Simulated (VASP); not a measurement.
# SnO2 (P4_2/mnm) in VASP: single point with r2SCAN

Aim: the single point of SnO2 with r2SCAN.

Everything below comes from runs of VASP 6.6.1. Logs are shortened: lines on timing, memory, paths and dates and some standing lists are left out, and cuts for length are marked.

**1. The cell of the first run**

It takes space group P4_2/mnm (No. 136, tetragonal). The conventional cell has a = 4.713 Å, b = 4.713 Å, c = 3.169 Å, α = 90.00°, β = 90.00°, γ = 90.00°. Sn (site symmetry mmm) has 6 O at 2.04 to 2.05 Å within 2.7 Å. Within 2.7 Å of O (site symmetry m2m) lie 3 Sn at 2.04 to 2.05 Å and 1 O at 2.57 Å.

**2. Single point, r2SCAN**

POSCAR

```
SnO2
1.0
    4.7127161600      0.0000000000      0.0000000000
    0.0000000000      4.7127161600      0.0000000000
    0.0000000000      0.0000000000      3.1694955800
Sn O
2 4
Direct
    0.0000000000      0.0000000000      0.0000000000
    0.5000000000      0.5000000000      0.5000000000
    0.3071000000      0.3071000000      0.0000000000
    0.1929000000      0.8071000000      0.5000000000
    0.6929000000      0.6929000000      0.0000000000
    0.8071000000      0.1929000000      0.5000000000
```

INCAR.step1

```
  PREC = Accurate
  ENCUT = 520
  ISMEAR = -1
  SIGMA = 0.0632
  LREAL = F
  LASPH = T
  NELM = 60
  NBANDS = 35
  GGA = PE
  ALGO = Normal
  EDIFF = 1E-4
  LWAVE = T
  LCHARG = F
```

INCAR.step2

```
  PREC = Accurate
  ENCUT = 520
  EDIFF = 1E-7
  ISMEAR = -1
  SIGMA = 0.0632
  LREAL = F
  LASPH = T
  NELM = 60
  ALGO = Normal
  ISIF = 2
  LWAVE = F
  LCHARG = F
  METAGGA = R2SCAN
  LMIXTAU = T
  NBANDS = 35
  ISTART = 1
```

KPOINTS

```
Automatic mesh
0
Gamma
  6 6 8
```

Potentials or basis: VASP PAW PBE potentials, release 64 (Sn_d, O).

Run with:

```bash
$ cat potpaw_PBE.64/Sn_d/POTCAR potpaw_PBE.64/O/POTCAR > POTCAR
$ cp INCAR.step1 INCAR
$ mpirun -np 1 vasp_std > vasp.out
$ cp INCAR.step2 INCAR
$ mpirun -np 1 vasp_std > vasp.out
```

OUTCAR:

```text
PREC = Accurate
   ENCUT = 520
   EDIFF = 1E-7
   ISMEAR = -1
   LREAL = F
   LASPH = T
   NELM = 60
   ISIF = 2
   METAGGA = R2SCAN
   ISTART = 1

 ion  position               nearest neighbor table
   1  0.000  0.000  0.000-   4 2.04   6 2.04   4 2.04   6 2.04   5 2.05   3 2.05   2 3.69   2 3.69
                             2 3.69   2 3.69   2 3.69   2 3.69   2 3.69   2 3.69
   2  0.500  0.500  0.500-   3 2.04   5 2.04   3 2.04   5 2.04   4 2.05   6 2.05   1 3.69   1 3.69
                             1 3.69   1 3.69   1 3.69   1 3.69   1 3.69   1 3.69
   3  0.307  0.307  0.000-   2 2.04   2 2.04   1 2.05
   4  0.193  0.807  0.500-   1 2.04   1 2.04   2 2.05
   5  0.693  0.693  0.000-   2 2.04   2 2.04   1 2.05
   6  0.807  0.193  0.500-   1 2.04   1 2.04   2 2.05

  LATTYP: Found a simple tetragonal cell.
 ALAT       =     4.7127161600
 C/A-ratio  =     0.6725411572

  Lattice vectors:

 A1 = (   4.7127161600,   0.0000000000,   0.0000000000)
 A2 = (   0.0000000000,   4.7127161600,   0.0000000000)
 A3 = (   0.0000000000,   0.0000000000,   3.1694955800)

Analysis of symmetry for initial positions (statically):
=====================================================================
 Subroutine PRICEL returns:
 Original cell was already a primitive cell.

 Routine SETGRP: Setting up the symmetry group for a
 simple tetragonal supercell.

 Subroutine GETGRP returns: Found 16 space group operations
 (whereof  8 operations were pure point group operations)
 out of a pool of 16 trial point group operations.

The static configuration has the point symmetry D_2h.
 The point group associated with its full space group is D_4h.

Analysis of symmetry for dynamics (positions and initial velocities):
=====================================================================
 Subroutine PRICEL returns:
 Original cell was already a primitive cell.

 Routine SETGRP: Setting up the symmetry group for a
 simple tetragonal supercell.

 Subroutine GETGRP returns: Found 16 space group operations
 (whereof  8 operations were pure point group operations)
 out of a pool of 16 trial point group operations.

The dynamic configuration has the point symmetry D_2h.
 The point group associated with its full space group is D_4h.

 Subroutine INISYM returns: Found 16 space group operations
 (whereof  8 operations are pure point group operations),
 and found     1 'primitive' translations

----------------------------------------------------------------------------------------

                                     Primitive cell

  volume of cell :      70.3935

  direct lattice vectors                    reciprocal lattice vectors
     4.712716160  0.000000000  0.000000000     0.212191858  0.000000000  0.000000000
     0.000000000  4.712716160  0.000000000     0.000000000  0.212191858  0.000000000
     0.000000000  0.000000000  3.169495580     0.000000000  0.000000000  0.315507618

  length of vectors
     4.712716160  4.712716160  3.169495580     0.212191858  0.212191858  0.315507618

  position of ions in fractional coordinates (direct lattice)
     0.000000000  0.000000000  0.000000000
     0.500000000  0.500000000  0.500000000
     0.307100000  0.307100000  0.000000000
     0.192900000  0.807100000  0.500000000
     0.692900000  0.692900000  0.000000000
     0.807100000  0.192900000  0.500000000

  ion indices of the primitive-cell ions
   primitive index   ion index
                 1           1
                 2           2
                 3           3
                 4           4
                 5           5
                 6           6

----------------------------------------------------------------------------------------

 KPOINTS: Automatic mesh

Automatic generation of k-mesh.
 Grid dimensions read from file:
 generate k-points for:    6    6    8

 Generating k-lattice:

  Cartesian coordinates                     Fractional coordinates (reciprocal lattice)
     0.035365310  0.000000000  0.000000000     0.166666667  0.000000000  0.000000000
     0.000000000  0.035365310  0.000000000     0.000000000  0.166666667  0.000000000
     0.000000000  0.000000000  0.039438452     0.000000000  0.000000000  0.125000000

  Length of vectors
     0.035365310  0.035365310  0.039438452

  Shift w.r.t. Gamma in fractional coordinates (k-lattice)
     0.000000000  0.000000000  0.000000000

 Subroutine IBZKPT returns following result:
 ===========================================

 Found     50 irreducible k-points:

 Following reciprocal coordinates:
            Coordinates               Weight
  0.000000  0.000000  0.000000      1.000000
  0.166667  0.000000  0.000000      4.000000
  0.333333  0.000000  0.000000      4.000000
  0.500000  0.000000  0.000000      2.000000
  0.166667  0.166667  0.000000      4.000000
  0.333333  0.166667  0.000000      8.000000
[... 16 lines left out ...]
  0.333333  0.000000  0.250000      8.000000
  0.500000  0.000000  0.250000      4.000000
 [... further k-points ...]
   k-points           NKPTS =     50   k-points in BZ     NKDIM =     50   number of bands    NBANDS=     35
   number of dos      NEDOS =    301   number of ions     NIONS =      6
   total plane-waves  NPLWV =  31104
   dimension x,y,z NGX =    36 NGY =   36 NGZ =   24
   dimension x,y,z NGXF=    72 NGYF=   72 NGZF=   48
   ions per type =               2   4
   NGX,Y,Z   is equivalent  to a cutoff of  12.70, 12.70, 12.59 a.u.
   NGXF,Y,Z  is equivalent  to a cutoff of  25.40, 25.40, 25.18 a.u.
 SYSTEM =  unknown system
   PREC   = accura    normal or accurate (medium, high low for compatibility)
   ISTART =      1    job   : 0-new  1-cont  2-samecut
   ICHARG =      0    charge: 1-file 2-atom 10-const
   ISPIN  =      1    spin polarized calculation?
   LNONCOLLINEAR =      F non collinear calculations
   LSORBIT =      F    spin-orbit coupling
   LASPH  =      T    aspherical Exc in radial PAW
   ENCUT  =  520.0 eV  38.22 Ry    6.18 a.u.   8.76  8.76  5.89*2*pi/ulx,y,z
   NELM   =     60;   NELMIN=  2; NELMDL=  0     # of ELM steps
   EDIFF  = 0.1E-06   stopping-criterion for ELM
   LREAL  =      F    real-space projection
   EDIFFG = 0.1E-05   stopping-criterion for IOM
   NSW    =      0    number of steps for IOM
   IBRION =     -1    ionic relax: 0-MD 1-quasi-New 2-CG
   NFREE  =      0    steps in history (QN), initial steepest desc. (CG)
   ISIF   =      2    stress and relaxation
   ISYM   =      2    0-nonsym 1-usesym 2-fastsym
   POTIM  = 0.5000    time-step for ionic-motion
   TEBEG  =    0.0;   TEEND  =   0.0 temperature during run
   PSTRESS=    0.0 pullay stress
   NELECT =      52.0000    total number of electrons
   NUPDOWN=      -1.0000    fix difference up-down
   EMIN   =  10.00;   EMAX   =-10.00  energy-range for DOS
   EFERMI =   0.00;   METHOD = LEGACY
   ISMEAR =    -1;   SIGMA  =   0.06  broadening in eV -4-tet -1-fermi 0-gaus
   EFERMI_NEDOS =   21; number of points for ismear=-14 and -15
   IALGO  =     38    algorithm
   IMIX   =      4    mixing-type and parameters
     AMIX     =   0.40;   BMIX     =  1.00
     AMIX_MAG =   1.60;   BMIX_MAG =  1.00
  volume/ion in A,a.u.               =      11.73        79.17
  Fermi-wavevector in a.u.,A,eV,Ry     =   1.479898  2.796601 29.798083  2.190097
  Thomas-Fermi vector in A             =   2.593999
   LORBIT       =      0    0 simple, 1 ext, 2 COOP (PROOUT), +10 PAW based schemes
   METAGGA = R2SCAN    functional components
   LHFCALC =     F    Hartree Fock is set to
   AEXX    =    0.0000 exact exchange contribution
   IVDW    =     0    specifies the selected vdW correction
   LEPSILON=     F    determine dielectric tensor
   LRPA    =     F    only Hartree local field effects (RPA)
 non-spin polarized calculation
  energy-cutoff  :      520.00
  volume of cell :       70.39
 maximum number of plane-waves:      1916
 NGX is ok and might be reduce to    36
   NGX = 17   NGY = 17   NGZ = 11

 number of electron      51.9999980 magnetization

 Free energy of the ion-electron system (eV)
  ---------------------------------------------------
  ext. energy  EPLUGINS =         0.00000000
  ---------------------------------------------------
  free energy    TOTEN  =       -84.55781234 eV

  energy without entropy =      -84.55781234  energy(sigma->0) =      -84.55781234

 E-fermi :   7.0266     XC(G=0): -12.1386

 val. band max:        5.9007308953   @ k =   0.0000   0.0000   0.0000
 cond. band min:       8.0864317028   @ k =   0.0000   0.0000   0.0000
 fundamental gap:      2.1857008075
 Fermi energy:         7.0265944907

 k-point     1 :       0.0000    0.0000    0.0000
  band No.  band energies     occupation
      1     -15.8885      2.00000
      2     -14.9561      2.00000
      3     -14.5369      2.00000
      4     -14.5369      2.00000
      5     -14.5045      2.00000
      6     -14.4722      2.00000
[... 27 lines left out ...]
     34      19.3269      0.00000
     35      19.5153      0.00000

 k-point     2 :       0.1667    0.0000    0.0000
  band No.  band energies     occupation
      1     -15.8387      2.00000
      2     -15.0042      2.00000
      3     -14.5351      2.00000
      4     -14.5350      2.00000
      5     -14.5282      2.00000
      6     -14.5080      2.00000
[... 27 lines left out ...]
     34      19.2653      0.00000
     35      19.4801      0.00000

 k-point     3 :       0.3333    0.0000    0.0000
  band No.  band energies     occupation
      1     -15.6927      2.00000
      2     -15.1986      2.00000
      3     -14.5615      2.00000
      4     -14.5314      2.00000
      5     -14.5312      2.00000
      6     -14.5195      2.00000
[... 27 lines left out ...]
     34      19.1782      0.00000
     35      19.4207      0.00000

 k-point     4 :       0.5000    0.0000    0.0000
  band No.  band energies     occupation
      1     -15.4650      2.00000
      2     -15.4650      2.00000
      3     -14.5409      2.00000
      4     -14.5409      2.00000
      5     -14.5294      2.00000
      6     -14.5294      2.00000
[... 27 lines left out ...]
     34      19.3057      0.00000
     35      19.9276      0.00000

 k-point     5 :       0.1667    0.1667    0.0000
  band No.  band energies     occupation
      1     -15.8020      2.00000
      2     -15.0727      2.00000
      3     -14.5580      2.00000
      4     -14.5375      2.00000
      5     -14.5310      2.00000
      6     -14.4970      2.00000
[... 638 lines left out ...]
 k-point    22 :       0.1667    0.0000    0.2500
  band No.  band energies     occupation
      1     -15.5777      2.00000
      2     -15.2508      2.00000
      3     -15.1159      2.00000
      4     -14.5842      2.00000
      5     -14.4555      2.00000
      6     -14.3919      2.00000
[... 27 lines left out ...]
     34      19.0619      0.00000
     35      19.3482      0.00000

 k-point    23 :       0.3333    0.0000    0.2500
  band No.  band energies     occupation
      1     -15.5602      2.00000
      2     -15.3909      2.00000
      3     -14.9842      2.00000
      4     -14.6615      2.00000
      5     -14.4001      2.00000
      6     -14.3888      2.00000
[... 27 lines left out ...]
     34      19.1732      0.00000
     35      19.3452      0.00000

 k-point    24 :       0.5000    0.0000    0.2500
  band No.  band energies     occupation
      1     -15.5001      2.00000
      2     -15.5001      2.00000
      3     -14.8163      2.00000
      4     -14.8163      2.00000
      5     -14.3870      2.00000
      6     -14.3870      2.00000
[... 27 lines left out ...]
     34      19.3560      0.00000
     35      19.7505      0.00000

 [... further k-points ...]

------------------------ aborting loop because EDIFF is reached ----------------------------------------

  FORCE on cell =-STRESS in cart. coord.  units (eV):
  Direction    XX          YY          ZZ          XY          YZ          ZX
  --------------------------------------------------------------------------------------
  -------------------------------------------------------------------------------------
  Total        3.2631169      3.2631169      4.6004775      0.0000000      0.0000000      0.0000000
  in kB       74.2694999     74.2694999    104.7082207      0.0000000      0.0000000      0.0000000
  external PRESSURE =      84.4157402 kB  Pullay stress =       0.0000000 kB

 VOLUME and BASIS-vectors are now :
 -----------------------------------------------------------------------------
  energy-cutoff  :      520.00
  volume of cell :       70.39
      direct lattice vectors                 reciprocal lattice vectors
     4.712716160  0.000000000  0.000000000     0.212191858  0.000000000  0.000000000
     0.000000000  4.712716160  0.000000000     0.000000000  0.212191858  0.000000000
     0.000000000  0.000000000  3.169495580     0.000000000  0.000000000  0.315507618

 POSITION                                       TOTAL-FORCE (eV/Angst)
 -----------------------------------------------------------------------------------
      0.00000      0.00000      0.00000         0.000000      0.000000     -0.000000
      2.35636      2.35636      1.58475         0.000000      0.000000     -0.000000
      1.44728      1.44728      0.00000        -0.246831     -0.246831     -0.000000
      0.90908      3.80363      1.58475         0.246831     -0.246831     -0.000000
      3.26544      3.26544      0.00000         0.246831      0.246831      0.000000
      3.80363      0.90908      1.58475        -0.246831      0.246831      0.000000
 -----------------------------------------------------------------------------------
    total drift:                               -0.000000      0.000000      0.000000

  FREE ENERGIE OF THE ION-ELECTRON SYSTEM (eV)
  ---------------------------------------------------
  free  energy   TOTEN  =       -84.5578123419 eV

  energy  without entropy=      -84.5578123411  energy(sigma->0) =      -84.55781234
```

It took 5.6 min on 1 thread of Intel Xeon Platinum 8488C (Sapphire Rapids), shared host; peak memory 0.24 GiB.

Results:

* Free energy: -84.5578 eV
* Pressure: 8.4 GPa
* Largest force: 0.349 eV/Å
* Band gap on the k mesh: 2.19 eV

Forces on the atoms (eV/Å):
```
Sn   0.000  0.000  0.000
Sn   0.000  0.000  0.000
O   -0.247 -0.247  0.000
O    0.247 -0.247  0.000
O    0.247  0.247  0.000
O   -0.247  0.247  0.000
```

Stress tensor (GPa, compression positive):
```
 7.43  0.00  0.00
 0.00  7.43  0.00
 0.00  0.00 10.47
```

Levels at points of the mesh, in eV from the valence-band top:
```csv
k point,band 24,band 25,band 26,band 27,band 28,band 29
"(0.00, 0.00, 0.00)",-0.80,-0.80,0.00,2.19,7.06,7.25
"(0.50, 0.00, 0.00)",-1.15,-0.65,-0.65,5.35,5.35,7.98
"(0.50, 0.50, 0.00)",-1.27,-0.95,-0.95,5.78,5.78,8.44
"(0.00, 0.00, 0.50)",-1.74,-1.31,-1.31,7.29,7.29,10.77
"(0.50, 0.00, 0.50)",-1.16,-0.65,-0.65,7.58,7.58,9.13
"(0.50, 0.50, 0.50)",-1.00,-0.89,-0.89,5.93,5.93,9.77
```

Caveat: the cell stands under pressure; the PAW data sets were made with another functional, which shifts forces and pressure a little; spin-orbit coupling is left out, which moves the levels of the heavy elements. r2SCAN opens gaps a little over a GGA but as a rule still falls short of measured ones.
